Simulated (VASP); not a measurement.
## Nb3B5: single point with PBE

The system is Nb3B5.

```
Nb B
1.0
     5.02301    0.00000    0.00000
     0.00000    5.02301    0.00000
     0.00000    0.00000    3.29336
Nb B
3 5
Direct
  0.50000 0.00000 0.11094
  0.00000 0.50000 0.11094
  0.50000 0.50000 0.61684
  0.17955 0.17955 0.60919
  0.82045 0.82045 0.60919
  0.82045 0.17955 0.60919
  0.17955 0.82045 0.60919
  0.00000 0.00000 0.97866
```

| Property | Result |
| --- | --- |
| Program | VASP 6.6.1 |
| Task | single point |
| Functional | PBE |
| Potentials or basis | VASP PAW PBE potentials, release 64 (Nb_sv, B) |
| Cutoff | 520 eV |
| k mesh | 6 × 6 × 10 |
| Occupations | gaussian, width 0.1 eV |
| Spin | no spin polarisation |
| Dipole correction | no |
| Further INCAR settings | ALGO = Normal; EDIFF = 1e-06; NBANDS = 37 |

```json
{
  "Pressure": "-0.3 GPa",
  "Largest force": "0.020 eV/Å",
  "Band gap on the k mesh": "zero (band 27 reaches 11.64 eV, above the bottom of band 28 at 10.36 eV)"
}
```

Forces in eV/Å, atoms in the order of the input:
```
Nb   0.000  0.000  0.000
Nb   0.000  0.000  0.000
Nb   0.000  0.000 -0.001
B    0.014  0.014 -0.005
B   -0.014 -0.014 -0.005
B   -0.014  0.014 -0.005
B    0.014 -0.014 -0.005
B    0.000  0.000  0.020
```

Levels at points of the mesh, in eV from the Fermi level:
```csv
k point,band 24,band 25,band 26,band 27,band 28,band 29,band 30,band 31
"(0.00, 0.00, 0.00)",-1.36,-1.36,-1.23,-0.41,-0.41,0.98,1.16,1.20
"(0.50, 0.00, 0.00)",-2.37,-2.32,-1.92,-1.14,0.18,0.47,0.59,1.28
"(0.50, 0.50, 0.00)",-2.05,-1.27,-1.24,-0.96,-0.52,-0.52,0.38,0.91
"(0.00, 0.00, 0.50)",-3.36,-2.61,-0.50,-0.50,0.50,1.51,1.83,2.08
"(0.50, 0.00, 0.50)",-3.07,-2.36,-1.50,-0.61,1.07,1.30,2.14,2.47
"(0.50, 0.50, 0.50)",-2.85,-0.89,0.34,0.34,1.54,1.57,1.57,2.42
```

Run time: 110 s on 1 thread of Intel(R) Xeon(R) 6975P-C (Granite Rapids) (shared host), peak memory 0.27 GiB.
